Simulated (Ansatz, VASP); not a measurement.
## Two plane-wave programs on La2O3

```
CELL_PARAMETERS angstrom
3.85640 0.00000 0.00000
-1.92820 3.33974 0.00000
0.00000 0.00000 6.00370
ATOMIC_POSITIONS crystal
La 0.66667 0.33333 0.75732
La 0.33333 0.66667 0.24268
O 0.66667 0.33333 0.35375
O 0.33333 0.66667 0.64625
O 0.00000 0.00000 0.00000
```

Change from the starting cell: hydrostatic strain -2.0%.

Alike in both runs: task single point; functional r2SCAN; k mesh 12 × 12 × 4; no spin polarisation.

|  | VASP | Ansatz |
| --- | --- | --- |
| version | VASP 6.6.1 | Ansatz 0.2.0 |
| potentials or method | VASP PAW PBE potentials, release 64 (La, O) | plane waves, PAW |
| plane-wave cutoff (eV) | 520 | 500 |
| occupations | gaussian, width 0.01 eV | fixed |
| valence electrons in the cell | 40 | 40 |

```tsv
	VASP	Ansatz	Ansatz less VASP
gap on the k mesh at the Fermi level (eV)	4.32	4.30	-0.018
pressure (GPa)	8.3	8.9	+0.55
traceless stress, the component that is largest in VASP (GPa)	-1.79	-1.89	-0.101
rms of the force components (eV/Å)	0.012	0.000	-0.0118
```

VASP's potentials were made for PBE, not for r2SCAN. Atom by atom the forces differ by 0.012 eV/Å (rms over components).

Neither program's run includes spin-orbit coupling.
